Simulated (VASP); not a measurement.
# WSe2 in VASP: further runs, part 2 of 2

VASP 6.6.1. The steps go on from the part before.

## 3. Single point, PBEsol (atom 1 (W) moved by -0.277 Å along [1 0 0] and -0.553 Å along [0 0 1])

Contents of INCAR:

```
PREC = Accurate
ENCUT = 520
EDIFF = 1E-7
ISMEAR = 0
SIGMA = 0.05
LREAL = F
LASPH = T
NELM = 80
ALGO = Normal
ISIF = 2
LWAVE = F
LCHARG = F
GGA = PS
NBANDS = 35
```

Contents of KPOINTS:

```
Automatic mesh
0
Gamma
  9 9 2
```

Contents of POSCAR:

```
WSe2
1.0
    3.2705808386      0.0000000000      0.0000000000
   -1.6352904193      2.8324060913      0.0000000000
    0.0000000000      0.0000000000     23.9869951139
W Se
2 4
Direct
    0.5820639573      0.3333333333      0.1145554758
    0.3333333333      0.6666666667      0.8623778584
    0.3333333333      0.6666666667      0.2073407565
    0.6666666667      0.3333333333      0.9321940382
    0.3333333333      0.6666666667      0.0678059618
    0.6666666667      0.3333333333      0.7926592435
```

Potentials or basis: VASP PAW PBE potentials, release 64 (W_sv, Se).

On the command line:

```console
> cat potpaw_PBE.64/W_sv/POTCAR potpaw_PBE.64/Se/POTCAR > POTCAR
> mpirun -np 1 vasp_std > vasp.out
```

OUTCAR:

```text
PREC = Accurate
   ENCUT = 520
   EDIFF = 1E-7
   ISMEAR = 0
   LREAL = F
   LASPH = T
   NELM = 80
   ISIF = 2
   GGA = PS

 ion  position               nearest neighbor table
   1  0.582  0.333  0.115-   5 2.00   5 2.21   5 2.41   3 2.77   3 2.93   3 3.08
   2  0.333  0.667  0.862-   6 2.52   6 2.52   6 2.52   4 2.52   4 2.52   4 2.52
   3  0.333  0.667  0.207-   1 2.77   1 2.93   1 3.08
   4  0.667  0.333  0.932-   2 2.52   2 2.52   2 2.52
   5  0.333  0.667  0.068-   1 2.00   1 2.21   1 2.41
   6  0.667  0.333  0.793-   2 2.52   2 2.52   2 2.52

  LATTYP: Found a hexagonal cell.
 ALAT       =     3.2705808386
 C/A-ratio  =     7.3341697691

  Lattice vectors:

 A1 = (   3.2705808386,   0.0000000000,   0.0000000000)
 A2 = (  -1.6352904193,   2.8324060913,   0.0000000000)
 A3 = (   0.0000000000,   0.0000000000,  23.9869951139)

Analysis of symmetry for initial positions (statically):
=====================================================================
 Subroutine PRICEL returns:
 Original cell was already a primitive cell.

 Routine SETGRP: Setting up the symmetry group for a
 hexagonal supercell.

 Subroutine GETGRP returns: Found  1 space group operations
 (whereof  1 operations were pure point group operations)
 out of a pool of 24 trial point group operations.

The static configuration has the point symmetry C_1 .

Analysis of symmetry for dynamics (positions and initial velocities):
=====================================================================
 Subroutine PRICEL returns:
 Original cell was already a primitive cell.

 Routine SETGRP: Setting up the symmetry group for a
 hexagonal supercell.

 Subroutine GETGRP returns: Found  1 space group operations
 (whereof  1 operations were pure point group operations)
 out of a pool of 24 trial point group operations.

The dynamic configuration has the point symmetry C_1 .

 Subroutine INISYM returns: Found  1 space group operations
 (whereof  1 operations are pure point group operations),
 and found     1 'primitive' translations

----------------------------------------------------------------------------------------

                                     Primitive cell

  volume of cell :     222.2062

  direct lattice vectors                    reciprocal lattice vectors
     3.270580839  0.000000000  0.000000000     0.305756087  0.176528359  0.000000000
    -1.635290419  2.832406091  0.000000000     0.000000000  0.353056718  0.000000000
     0.000000000  0.000000000 23.986995114     0.000000000  0.000000000  0.041689257

  length of vectors
     3.270580839  3.270580839 23.986995114     0.353056718  0.353056718  0.041689257

  position of ions in fractional coordinates (direct lattice)
     0.582063957  0.333333333  0.114555476
     0.333333333  0.666666667  0.862377858
     0.333333333  0.666666667  0.207340757
     0.666666667  0.333333333  0.932194038
     0.333333333  0.666666667  0.067805962
     0.666666667  0.333333333  0.792659243

  ion indices of the primitive-cell ions
   primitive index   ion index
                 1           1
                 2           2
                 3           3
                 4           4
                 5           5
                 6           6

----------------------------------------------------------------------------------------

 KPOINTS: Automatic mesh

Automatic generation of k-mesh.
 Grid dimensions read from file:
 generate k-points for:    9    9    2

 Generating k-lattice:

  Cartesian coordinates                     Fractional coordinates (reciprocal lattice)
     0.033972899  0.019614262  0.000000000     0.111111111  0.000000000  0.000000000
     0.000000000  0.039228524  0.000000000     0.000000000  0.111111111  0.000000000
     0.000000000  0.000000000  0.020844628     0.000000000  0.000000000  0.500000000

  Length of vectors
     0.039228524  0.039228524  0.020844628

  Shift w.r.t. Gamma in fractional coordinates (k-lattice)
     0.000000000  0.000000000  0.000000000

 Subroutine IBZKPT returns following result:
 ===========================================

 Found     82 irreducible k-points:

 Following reciprocal coordinates:
            Coordinates               Weight
  0.000000  0.000000  0.000000      1.000000
  0.111111  0.000000  0.000000      2.000000
  0.000000  0.111111  0.000000      2.000000
 -0.111111  0.111111  0.000000      2.000000
  0.222222 -0.000000  0.000000      2.000000
  0.000000  0.222222  0.000000      2.000000
[... 16 lines left out ...]
  0.333333  0.111111  0.000000      2.000000
 -0.111111  0.444444  0.000000      2.000000
 [... further k-points ...]
   k-points           NKPTS =     82   k-points in BZ     NKDIM =     82   number of bands    NBANDS=     35
   number of dos      NEDOS =    301   number of ions     NIONS =      6
   total plane-waves  NPLWV = 103680
   dimension x,y,z NGX =    24 NGY =   24 NGZ =  180
   dimension x,y,z NGXF=    48 NGYF=   48 NGZF=  360
   ions per type =               2   4
   NGX,Y,Z   is equivalent  to a cutoff of  12.20, 12.20, 12.48 a.u.
   NGXF,Y,Z  is equivalent  to a cutoff of  24.40, 24.40, 24.95 a.u.
 SYSTEM =  unknown system
   PREC   = accura    normal or accurate (medium, high low for compatibility)
   ISTART =      0    job   : 0-new  1-cont  2-samecut
   ICHARG =      2    charge: 1-file 2-atom 10-const
   ISPIN  =      1    spin polarized calculation?
   LNONCOLLINEAR =      F non collinear calculations
   LSORBIT =      F    spin-orbit coupling
   LASPH  =      T    aspherical Exc in radial PAW
   ENCUT  =  520.0 eV  38.22 Ry    6.18 a.u.   6.08  6.08 44.60*2*pi/ulx,y,z
   NELM   =     80;   NELMIN=  2; NELMDL= -5     # of ELM steps
   EDIFF  = 0.1E-06   stopping-criterion for ELM
   LREAL  =      F    real-space projection
   EDIFFG = 0.1E-05   stopping-criterion for IOM
   NSW    =      0    number of steps for IOM
   IBRION =     -1    ionic relax: 0-MD 1-quasi-New 2-CG
   NFREE  =      0    steps in history (QN), initial steepest desc. (CG)
   ISIF   =      2    stress and relaxation
   ISYM   =      2    0-nonsym 1-usesym 2-fastsym
   POTIM  = 0.5000    time-step for ionic-motion
   TEBEG  =    0.0;   TEEND  =   0.0 temperature during run
   PSTRESS=    0.0 pullay stress
   NELECT =      52.0000    total number of electrons
   NUPDOWN=      -1.0000    fix difference up-down
   EMIN   =  10.00;   EMAX   =-10.00  energy-range for DOS
   EFERMI =   0.00;   METHOD = LEGACY
   ISMEAR =     0;   SIGMA  =   0.05  broadening in eV -4-tet -1-fermi 0-gaus
   EFERMI_NEDOS =   21; number of points for ismear=-14 and -15
   IALGO  =     38    algorithm
   IMIX   =      4    mixing-type and parameters
     AMIX     =   0.40;   BMIX     =  1.00
     AMIX_MAG =   1.60;   BMIX_MAG =  1.00
  volume/ion in A,a.u.               =      37.03       249.92
  Fermi-wavevector in a.u.,A,eV,Ry     =   1.008844  1.906438 13.847540  1.017765
  Thomas-Fermi vector in A             =   2.141735
   LORBIT       =      0    0 simple, 1 ext, 2 COOP (PROOUT), +10 PAW based schemes
   GGA     = PS    functional components
   LHFCALC =     F    Hartree Fock is set to
   AEXX    =    0.0000 exact exchange contribution
   IVDW    =     0    specifies the selected vdW correction
   LEPSILON=     F    determine dielectric tensor
   LRPA    =     F    only Hartree local field effects (RPA)
 non-spin polarized calculation
 Gauss-broadening in eV      SIGMA  =   0.05
  energy-cutoff  :      520.00
  volume of cell :      222.21
 maximum number of plane-waves:      6072
   NGX = 13   NGY = 13   NGZ = 89

 number of electron      52.0000003 magnetization

 Free energy of the ion-electron system (eV)
  ---------------------------------------------------
  ext. energy  EPLUGINS =         0.00000000
  ---------------------------------------------------
  free energy    TOTEN  =       -41.29924637 eV

  energy without entropy =      -41.29604389  energy(sigma->0) =      -41.29764513

 E-fermi :   1.7663     XC(G=0):  -6.3403

 val. band max:        1.7516953193   @ k =   0.3333   0.3333   0.5000
 cond. band min:       1.7948661125   @ k =  -0.1111   0.1111   0.5000
 fundamental gap:      0.0431707932
 Fermi energy:         1.7663194908

 k-point     1 :       0.0000    0.0000    0.0000
  band No.  band energies     occupation
      1     -73.3572      2.00000
      2     -72.7132      2.00000
      3     -37.6232      2.00000
      4     -37.4738      2.00000
      5     -37.4719      2.00000
      6     -37.4045      2.00000
[... 901 lines left out ...]
     34       5.1629      0.00000
     35       6.3470      0.00000

 [... further k-points ...]
[... 5 lines left out ...]
  --------------------------------------------------------------------------------------
  -------------------------------------------------------------------------------------
  Total       13.3144076     13.1403060      8.4188812     -8.8782760     -3.2642749      8.6916201
  in kB       96.0010930     94.7457653     60.7027976    -64.0151796    -23.5364550     62.6693317
  external PRESSURE =      83.8165520 kB  Pullay stress =       0.0000000 kB

 VOLUME and BASIS-vectors are now :
 -----------------------------------------------------------------------------
  energy-cutoff  :      520.00
  volume of cell :      222.21
      direct lattice vectors                 reciprocal lattice vectors
     3.270580839  0.000000000  0.000000000     0.305756087  0.176528359  0.000000000
    -1.635290419  2.832406091  0.000000000     0.000000000  0.353056718  0.000000000
     0.000000000  0.000000000 23.986995114     0.000000000  0.000000000  0.041689257

 POSITION                                       TOTAL-FORCE (eV/Angst)
 -----------------------------------------------------------------------------------
      1.35859      0.94414      2.74784         9.123185     -2.637986     14.300852
     -0.00000      1.88827     20.68585         0.002251      0.000423     -0.004683
     -0.00000      1.88827      4.97348        -0.466128     -0.088292     -2.362744
      1.63529      0.94414     22.36053        -0.005924      0.003133      0.054750
     -0.00000      1.88827      1.62646        -8.651269      2.722907    -11.916702
      1.63529      0.94414     19.01351        -0.002116     -0.000185     -0.071473
 -----------------------------------------------------------------------------------
    total drift:                                0.000002     -0.000010      0.000643

  FREE ENERGIE OF THE ION-ELECTRON SYSTEM (eV)
  ---------------------------------------------------
  free  energy   TOTEN  =       -41.2992463735 eV

  energy  without entropy=      -41.2960438912  energy(sigma->0) =      -41.29764513
```

OSZICAR:

```text
N       E                     dE             d eps       ncg     rms          rms(c)
DAV:   1     0.477503505133E+03    0.47750E+03   -0.27304E+04  6772   0.131E+03
DAV:   2    -0.950701103650E+01   -0.48701E+03   -0.47343E+03  7152   0.331E+02
DAV:   3    -0.420967951597E+02   -0.32590E+02   -0.32057E+02  7185   0.824E+01
[... 19 lines left out ...]
DAV:  23    -0.412992451549E+02   -0.16785E-05   -0.51178E-08  4830   0.501E-04    0.154E-04
DAV:  24    -0.412992460970E+02   -0.94216E-06   -0.36349E-08  4510   0.355E-04    0.719E-05
DAV:  25    -0.412992462560E+02   -0.15897E-06   -0.43900E-09  4295   0.143E-04    0.447E-05
DAV:  26    -0.412992463577E+02   -0.10175E-06   -0.49052E-09  3812   0.110E-04    0.183E-05
DAV:  27    -0.412992463735E+02   -0.15727E-07   -0.80005E-10  3705   0.549E-05
   1 F= -.41299246E+02 E0= -.41297645E+02  d E =-.320248E-02
```

stdout:

```text
POSCAR found type information on POSCAR W Se
 POSCAR found :  2 types and       6 ions
 scaLAPACK will be used
 -----------------------------------------------------------------------------
|                                                                             |
|                                                                             |
|     You enforced a specific xc type in the INCAR file but a different       |
|     I HOPE YOU KNOW WHAT YOU ARE DOING!                                     |
|                                                                             |
 -----------------------------------------------------------------------------

 LDA part: xc-table for (Slater+PW92), standard interpolation
 POSCAR, INCAR and KPOINTS ok, starting setup
 FFT: planning ... GRIDC
 FFT: planning ... GRID_SOFT
 FFT: planning ... GRID
 WAVECAR not read
 entering main loop
```

Wall time 8.2 min (1 thread of Intel Xeon 6975P-C (Granite Rapids), shared host); peak memory 0.68 GiB.

What came out:

```
Free energy            : -41.2992 eV
Largest force          : 17.167 eV/Å
Band gap on the k mesh : zero (band 26 reaches 2.85 eV, above the bottom of band 27 at 1.72 eV)
```

Forces on the atoms (eV/Å):
```
W     9.123  -2.638  14.301
W     0.002   0.000  -0.005
Se   -0.466  -0.088  -2.363
Se   -0.006   0.003   0.055
Se   -8.651   2.723 -11.917
Se   -0.002   0.000  -0.071
```

Levels at points of the mesh, in eV from the Fermi level:
| k point | band 24 | band 25 | band 26 | band 27 | band 28 | band 29 |
| --- | --- | --- | --- | --- | --- | --- |
| (0.00, 0.00, 0.00) | -1.60 | -0.61 | 1.08 | 1.24 | 1.65 | 1.87 |
| (0.00, 0.00, 0.50) | -1.60 | -0.61 | 1.08 | 1.24 | 1.65 | 1.87 |

Caveat: the cell differs from its parent crystal (atom 1 (W) moved by -0.277 Å along [1 0 0] and -0.553 Å along [0 0 1]); the PAW data sets were made with another functional, which shifts forces and pressure a little; spin-orbit coupling is left out, which moves the levels of the heavy elements.

## 4. Single point, PBEsol (atom 1 (W) moved by -0.553 Å along [1 0 0] and +0.277 Å along [0 0 1])

Contents of INCAR:

```
PREC = Accurate
ENCUT = 520
EDIFF = 1E-7
ISMEAR = 0
SIGMA = 0.05
LREAL = F
LASPH = T
NELM = 100
ALGO = Normal
ISIF = 2
LWAVE = F
LCHARG = T
GGA = PS
LELF = T
LVHAR = T
NBANDS = 35
```

KPOINTS is that of step 3.

Changes to POSCAR since step 3:

```diff
@@ -8,3 +8,3 @@
 Direct
-    0.5820639573      0.3333333333      0.1145554758
+    0.4974918236      0.3333333333      0.1491575590
     0.3333333333      0.6666666667      0.8623778584
```

On the command line:

```console
> cat potpaw_PBE.64/W_sv/POTCAR potpaw_PBE.64/Se/POTCAR > POTCAR
> mpirun -np 1 vasp_std > vasp.out
```

Wall time 18 min (1 thread of Oxide Virtual Turin-like, shared host); peak memory 0.64 GiB.

It converged, with:

```yaml
Free_energy: -42.3365 eV
Largest_force: 15.545 eV/Å
Band_gap_on_the_k_mesh: zero (band 26 reaches 1.70 eV, above the bottom of band 27 at 1.50 eV)
```

Forces in eV/Å, atoms in the order of the input:
```
W     9.410  -4.078 -11.681
W    -0.011  -0.002   0.003
Se   -8.104   4.244  11.072
Se   -0.016   0.000   0.077
Se   -1.280  -0.163   0.594
Se    0.001   0.000  -0.065
```

Levels at points of the mesh, in eV from the Fermi level:
| k point | band 22 | band 23 | band 24 | band 25 | band 26 | band 27 | band 28 | band 29 | band 30 | band 31 |
| --- | --- | --- | --- | --- | --- | --- | --- | --- | --- | --- |
| (0.00, 0.00, 0.00) | -1.93 | -1.93 | -1.05 | -0.88 | -0.36 | 0.88 | 1.09 | 2.07 | 2.30 | 2.30 |
| (0.00, 0.00, 0.50) | -1.93 | -1.93 | -1.05 | -0.88 | -0.36 | 0.88 | 1.09 | 2.07 | 2.30 | 2.30 |

Caveat: the cell differs from its parent crystal (atom 1 (W) moved by -0.553 Å along [1 0 0] and +0.277 Å along [0 0 1]); the PAW data sets were made with another functional, which shifts forces and pressure a little; spin-orbit coupling is left out, which moves the levels of the heavy elements.

## 5. Single point, PBEsol (atom 1 (W) moved by -0.553 Å along [1 0 0] and -0.277 Å along [0 0 1])

Contents of INCAR:

```
SYSTEM = WSe2
ALGO = Normal
EDIFF = 1E-7
ENCUT = 520
GGA = PS
ISIF = 2
ISMEAR = 0
LASPH = .True.
LCHARG = .True.
LELF = .True.
LREAL = .False.
LVHAR = .True.
LWAVE = .False.
NBANDS = 35
NELM = 60
PREC = Accurate
SIGMA = 0.05
```

Contents of KPOINTS:

```
k-points
0
Gamma
  9 9 2
  0 0 0
```

Changes to POSCAR since step 4:

```diff
@@ -8,3 +8,3 @@
 Direct
-    0.4974918236      0.3333333333      0.1491575590
+    0.4974918236      0.3333333333      0.1260867242
     0.3333333333      0.6666666667      0.8623778584
```

On the command line:

```console
> cat potpaw_PBE.64/W_sv/POTCAR potpaw_PBE.64/Se/POTCAR > POTCAR
> mpirun -np 1 vasp_std > vasp.out
```

It took 23 min on 1 thread of Oxide Virtual Turin-like, shared host; peak memory 0.65 GiB.

It converged, with:

* Free energy: -42.3609 eV
* Largest force: 15.512 eV/Å
* Band gap on the k mesh: zero (band 26 reaches 1.72 eV, above the bottom of band 27 at 1.49 eV)

Forces in eV/Å, atoms in the order of the input:
```
W     9.445  -4.096  11.603
W    -0.010   0.002  -0.007
Se   -1.356  -0.124  -0.621
Se   -0.013   0.004   0.060
Se   -8.069   4.214 -10.971
Se    0.002   0.001  -0.064
```

Levels at points of the mesh, in eV from the Fermi level:
| k point | band 24 | band 25 | band 26 | band 27 | band 28 | band 29 |
| --- | --- | --- | --- | --- | --- | --- |
| (0.00, 0.00, 0.00) | -1.47 | -0.53 | -0.26 | 0.89 | 1.16 | 2.07 |
| (0.00, 0.00, 0.50) | -1.47 | -0.53 | -0.26 | 0.89 | 1.16 | 2.07 |

Caveat: the cell differs from its parent crystal (atom 1 (W) moved by -0.553 Å along [1 0 0] and -0.277 Å along [0 0 1]); the PAW data sets were made with another functional, which shifts forces and pressure a little; spin-orbit coupling is left out, which moves the levels of the heavy elements.
